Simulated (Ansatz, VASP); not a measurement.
**Al2O3: VASP beside Ansatz**

```
Al O
1.0
     2.40251    1.38709    4.37208
    -2.40251    1.38709    4.37208
     0.00000   -2.77418    4.37208
Al O
4 6
Direct
  0.64790 0.64790 0.64790
  0.85210 0.85210 0.85210
  0.14790 0.14790 0.14790
  0.35210 0.35210 0.35210
  0.44385 0.05615 0.75000
  0.94385 0.25000 0.55615
  0.05615 0.75000 0.44385
  0.75000 0.44385 0.05615
  0.25000 0.55615 0.94385
  0.55615 0.94385 0.25000
```

Alike in both runs: task relaxation of cell and atoms; functional PBE; k mesh 7 × 7 × 7; no spin polarisation.

|  | VASP | Ansatz |
| --- | --- | --- |
| version | VASP 6.6.1 | Ansatz 0.2.0 |
| potentials or method | VASP PAW PBE potentials, release 64 (Al, O), cutoff 600 eV | plane-wave PAW DFT |
| occupations | gaussian, width 0.01 eV | fixed |
| valence electrons in the cell | 48 | 48 |

|  | VASP | Ansatz | Ansatz less VASP |
| --- | --- | --- | --- |
| relaxed volume (Å³/atom) | 8.74 | 8.76 | +0.014 |
| relaxed cell length with the largest relative difference (Å) | 5.177 | 5.181 | +0.0032 |
